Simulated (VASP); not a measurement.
# BP (rocksalt type) (Fm-3m) in VASP: further runs

BP (rocksalt type) is run at these levels: PBE; tasks: relaxation of cell and atoms.

Everything below comes from runs of VASP 6.6.1. Logs are shortened: lines on timing, memory, paths and dates and some standing lists are left out, and cuts for length are marked.

## Step 1: The cell of the first run

Symmetry: Fm-3m, No. 225, cubic system. The conventional cell has a = 4.216 Å, b = 4.216 Å, c = 4.216 Å, α = 90.00°, β = 90.00°, γ = 90.00°. Within 2.8 Å of B (site symmetry m-3m) lie 6 P at 2.11 Å. P (site symmetry m-3m) has 6 B at 2.11 Å within 2.8 Å.

## Step 2: Relaxation of cell and atoms, PBE, target pressure 14 GPa, at which the enthalpy is minimised

File INCAR:

```
PREC = Accurate ; ENCUT = 500
EDIFF = 1E-7 ; ISMEAR = -1
SIGMA = 0.05 ; LREAL = F
LASPH = T ; NELM = 120
ALGO = Normal ; ISIF = 3
LWAVE = F ; LCHARG = F
GGA = PE ; IBRION = 2
NSW = 60 ; EDIFFG = -0.005
PSTRESS = 140.0 ; GGA_COMPAT = F
NELMIN = 4
```

File KPOINTS:

```
regular mesh
0
Gamma
  16 16 16
```

File POSCAR:

```
BP
1.0
    0.0000000000      2.1081245446      2.1081245446
    2.1081245446      0.0000000000      2.1081245446
    2.1081245446      2.1081245446      0.0000000000
B P
1 1
Direct
    0.0000000000      0.0000000000      0.0000000000
    0.5000000000      0.5000000000      0.5000000000
```

Potentials or basis: VASP PAW PBE potentials, release 64 (B, P).

The run is started by

```sh
> cat potpaw_PBE.64/B/POTCAR potpaw_PBE.64/P/POTCAR > POTCAR
> mpirun -np 1 vasp_std > vasp.out
```

OUTCAR:

```text
PREC = Accurate
   ENCUT = 500
   EDIFF = 1E-7
   ISMEAR = -1
   LREAL = F
   LASPH = T
   NELM = 120
   ISIF = 3
   GGA = PE
   IBRION = 2
   NSW = 60
   EDIFFG = -0.005
   PSTRESS = 140.0
   NELMIN = 4

 ion  position               nearest neighbor table
   1  0.000  0.000  0.000-   2 2.11   2 2.11   2 2.11   2 2.11   2 2.11   2 2.11
   2  0.500  0.500  0.500-   1 2.11   1 2.11   1 2.11   1 2.11   1 2.11   1 2.11

  LATTYP: Found a face centered cubic cell.
 ALAT       =     4.2162490892

  Lattice vectors:

 A1 = (   0.0000000000,   2.1081245446,   2.1081245446)
 A2 = (   2.1081245446,   0.0000000000,   2.1081245446)
 A3 = (   2.1081245446,   2.1081245446,   0.0000000000)

Analysis of symmetry for initial positions (statically):
=====================================================================
 Subroutine PRICEL returns:
 Original cell was already a primitive cell.

 Routine SETGRP: Setting up the symmetry group for a
 face centered cubic supercell.

 Subroutine GETGRP returns: Found 48 space group operations
 (whereof 48 operations were pure point group operations)
 out of a pool of 48 trial point group operations.

The static configuration has the point symmetry O_h .

Analysis of symmetry for dynamics (positions and initial velocities):
=====================================================================
 Subroutine PRICEL returns:
 Original cell was already a primitive cell.

 Routine SETGRP: Setting up the symmetry group for a
 face centered cubic supercell.

 Subroutine GETGRP returns: Found 48 space group operations
 (whereof 48 operations were pure point group operations)
 out of a pool of 48 trial point group operations.

The dynamic configuration has the point symmetry O_h .

 Subroutine INISYM returns: Found 48 space group operations
 (whereof 48 operations are pure point group operations),
 and found     1 'primitive' translations

----------------------------------------------------------------------------------------

                                     Primitive cell

  volume of cell :      18.7378

  direct lattice vectors                    reciprocal lattice vectors
     0.000000000  2.108124545  2.108124545    -0.237177638  0.237177638  0.237177638
     2.108124545  0.000000000  2.108124545     0.237177638 -0.237177638  0.237177638
     2.108124545  2.108124545  0.000000000     0.237177638  0.237177638 -0.237177638

  length of vectors
[... 95 lines left out ...]
   EMIN   =  10.00;   EMAX   =-10.00  energy-range for DOS
   EFERMI =   0.00;   METHOD = LEGACY
   ISMEAR =    -1;   SIGMA  =   0.05  broadening in eV -4-tet -1-fermi 0-gaus
   EFERMI_NEDOS =   21; number of points for ismear=-14 and -15
   IALGO  =     38    algorithm
   IMIX   =      4    mixing-type and parameters
     AMIX     =   0.40;   BMIX     =  1.00
     AMIX_MAG =   1.60;   BMIX_MAG =  1.00
  volume/ion in A,a.u.               =       9.37        63.22
  Fermi-wavevector in a.u.,A,eV,Ry     =   1.232722  2.329507 20.675469  1.519604
  Thomas-Fermi vector in A             =   2.367481
   LORBIT       =      0    0 simple, 1 ext, 2 COOP (PROOUT), +10 PAW based schemes
   GGA     = PE    functional components
   LHFCALC =     F    Hartree Fock is set to
   AEXX    =    0.0000 exact exchange contribution
   IVDW    =     0    specifies the selected vdW correction
   LEPSILON=     F    determine dielectric tensor
   LRPA    =     F    only Hartree local field effects (RPA)
 conjugate gradient relaxation of ions
 non-spin polarized calculation
  energy-cutoff  :      500.00
  volume of cell :       18.74
 maximum number of plane-waves:       531
 NGX is ok and might be reduce to    24
   NGX = 11   NGY = 11   NGZ = 11

--------------------------------------- Ionic step        1  -------------------------------------------

 number of electron       8.0000001 magnetization

 Free energy of the ion-electron system (eV)
  ---------------------------------------------------
  ext. energy  EPLUGINS =         0.00000000
  ---------------------------------------------------
  free energy    TOTEN  =       -10.75225480 eV

  energy without entropy =      -10.74724578  energy(sigma->0) =      -10.74975029

------------------------ aborting loop because EDIFF is reached ----------------------------------------

  FORCE on cell =-STRESS in cart. coord.  units (eV):
  Direction    XX          YY          ZZ          XY          YZ          ZX
  --------------------------------------------------------------------------------------
  -------------------------------------------------------------------------------------
  Total        1.5700102      1.5700102      1.5700102     -0.0000000      0.0000000      0.0000000
  in kB      134.2438080    134.2438080    134.2438080     -0.0000000      0.0000000      0.0000000
  external PRESSURE =      -5.7561920 kB  Pullay stress =     140.0000000 kB
[... 63 lines left out ...]
--------------------------------------- Ionic step        3  -------------------------------------------

 number of electron       8.0000000 magnetization

 Free energy of the ion-electron system (eV)
  ---------------------------------------------------
  ext. energy  EPLUGINS =         0.00000000
  ---------------------------------------------------
  free energy    TOTEN  =       -10.74790623 eV

  energy without entropy =      -10.74285701  energy(sigma->0) =      -10.74538162

 E-fermi :  10.8190     XC(G=0): -12.2711

 val. band max:       10.8146406269   @ k =   0.1250   0.0625   0.0000
 cond. band min:      10.8194543316   @ k =   0.0000   0.0000   0.0000
 fundamental gap:      0.0048137046
 Fermi energy:        10.8189726330

 k-point     1 :       0.0000    0.0000    0.0000
  band No.  band energies     occupation
      1      -6.9755      2.00000
      2      10.8195      0.99518
      3      10.8195      0.99518
      4      10.8195      0.99518
      5      18.6310      0.00000
      6      18.6310      0.00000
      7      18.6310      0.00000
      8      18.6513      0.00000
[... 243 lines left out ...]
 k-point    24 :      -0.0625    0.0625    0.0000
  band No.  band energies     occupation
      1      -6.7415      2.00000
      2       9.7201      2.00000
      3      10.1201      2.00000
      4      11.0440      0.02195
      5      17.6740      0.00000
      6      18.3720      0.00000
      7      18.5780      0.00000
      8      18.8815      0.00000

 [... further k-points ...]

------------------------ aborting loop because EDIFF is reached ----------------------------------------

  FORCE on cell =-STRESS in cart. coord.  units (eV):
  Direction    XX          YY          ZZ          XY          YZ          ZX
  --------------------------------------------------------------------------------------
  -------------------------------------------------------------------------------------
  Total        1.6337184      1.6337184      1.6337184     -0.0000000      0.0000000      0.0000000
  in kB      140.0710413    140.0710413    140.0710413     -0.0000000      0.0000000      0.0000000
  external PRESSURE =       0.0710413 kB  Pullay stress =     140.0000000 kB
[... 21 lines left out ...]
  energy  without entropy=      -10.7428570090  energy(sigma->0) =      -10.74538162

  enthalpy is  TOTEN    =        -9.1150164694 eV   P V=        1.6328897653

 reached required accuracy - stopping structural energy minimisation
```

Run time: 45 s. Hardware: 1 thread of Intel Xeon 8259CL, shared host; peak memory 0.15 GiB.

What came out:

| Quantity | Value |
| --- | --- |
| Free energy | -10.7479 eV |
| Relaxed volume | 9.34 Å³/atom |
| Relaxed cell | a = 2.979 Å, b = 2.979 Å, c = 2.979 Å, α = 60.00°, β = 60.00°, γ = 60.00° |
| Space group after relaxing (to 0.1 Å) | Fm-3m (No. 225) |
| Energy change on relaxing (the run minimises the enthalpy) | +2.2 meV/atom |
| Ionic steps | 3 |
| Pressure after relaxing | 14.0 GPa |
| Band gap on the k mesh | zero (bands 4 and 5 overlap by 3.89 eV) |

The path:
| step | energy change (eV) | largest force (eV/Å) | pressure (GPa) | volume (Å³) |
| --- | --- | --- | --- | --- |
| 1 | 0.0000 | 0.0000 | 13.42 | 18.74 |
| 2 | 0.0079 | 0.0000 | 14.47 | 18.65 |
| 3 | 0.0043 | 0.0000 | 14.01 | 18.69 |

Final structure:
```
CELL_PARAMETERS angstrom
0.00000 2.10622 2.10622
2.10622 0.00000 2.10622
2.10622 2.10622 0.00000
ATOMIC_POSITIONS crystal
B 0.00000 0.00000 0.00000
P 0.50000 0.50000 0.50000
```

Levels at points of the mesh, in eV from the Fermi level:
| k point | band 2 | band 3 | band 4 | band 5 | band 6 | band 7 |
| --- | --- | --- | --- | --- | --- | --- |
| (0.00, 0.00, 0.00) | 0.00 | 0.00 | 0.00 | 7.81 | 7.81 | 7.81 |
| (0.50, 0.00, 0.00) | -11.26 | 0.45 | 0.45 | 1.24 | 1.24 | 5.52 |
| (0.50, 0.50, 0.00) | -9.75 | -4.61 | -4.61 | -2.64 | 2.20 | 12.91 |

Caveat: the cell is relaxed towards a set pressure, so the run minimises the enthalpy, not the energy.

[end of part 1 of 2]
